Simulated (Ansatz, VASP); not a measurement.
Li2O: VASP beside Ansatz

Contents of INCAR:

```
PREC = Accurate
ENCUT = 750
EDIFF = 1E-6
ISMEAR = 0
SIGMA = 0.01
LREAL = False
LASPH = True
NELM = 120
ALGO = Normal
ISIF = 2
LWAVE = False
LCHARG = False
GGA = PS
NBANDS = 13
GGA_COMPAT = False
```

The input KPOINTS:

```
regular mesh
0
Gamma
  8 8 8
```

File POSCAR:

```
Li2O
1.0
    0.0000000000      2.2784852191      2.2784852191
    2.2784852191      0.0000000000      2.2784852191
    2.2784852191      2.2784852191      0.0000000000
Li O
2 1
Direct
    0.2500000000      0.2500000000      0.2500000000
    0.7500000000      0.7500000000      0.7500000000
    0.0000000000      0.0000000000      0.0000000000
```

Input for Ansatz:

```yaml
crystal:
  lattice:
    - [0.0, 2.27848521909, 2.27848521909]
    - [2.27848521909, 0.0, 2.27848521909]
    - [2.27848521909, 2.27848521909, 0.0]
  atoms:
    - { symbol: Li, position: [0.25, 0.25, 0.25] }
    - { symbol: Li, position: [0.75, 0.75, 0.75] }
    - { symbol: O, position: [0.0, 0.0, 0.0] }
kpoints:
  mp_grid: { grid: [8, 8, 8] }
scf:
  occupations: { method: fixed }
  convergence: { dr2_threshold: 1.0e-10 }
hamiltonian:
  xc: pbesol
  pseudopotentials: { kind: paw }
output:
  forces: true
  stress: true
  eigenstates:
    kpoints:
      - [0.0, 0.0, 0.0]
      - [0.0, -0.5, -0.5]
      - [-0.5, 0.0, -0.5]
      - [-0.5, -0.5, 0.0]
      - [-0.5, 0.0, 0.0]
      - [0.0, -0.5, 0.0]
      - [0.0, 0.0, -0.5]
      - [-0.5, -0.5, -0.5]
  eigenvalues: true
```

Alike in both runs: task single point; functional PBEsol; k mesh 8 × 8 × 8; no spin polarisation.

```csv
,VASP,Ansatz
version,VASP 6.6.1,Ansatz 0.2.0
potentials or method,"VASP PAW PBE potentials, release 64 (Li_sv, O)","PAW with Ansatz's default frozen-core files, scalar-relativistic"
plane-wave cutoff (eV),750,420
occupations,"gaussian, width 0.01 eV",fixed
valence electrons in the cell,12,12
```

```tsv
	VASP	Ansatz	Ansatz less VASP
gap on the k mesh at the Fermi level (eV)	4.90	4.91	+0.009
pressure (GPa)	1.4	1.3	-0.15
```

VASP's potentials were made for PBE, not for PBEsol.
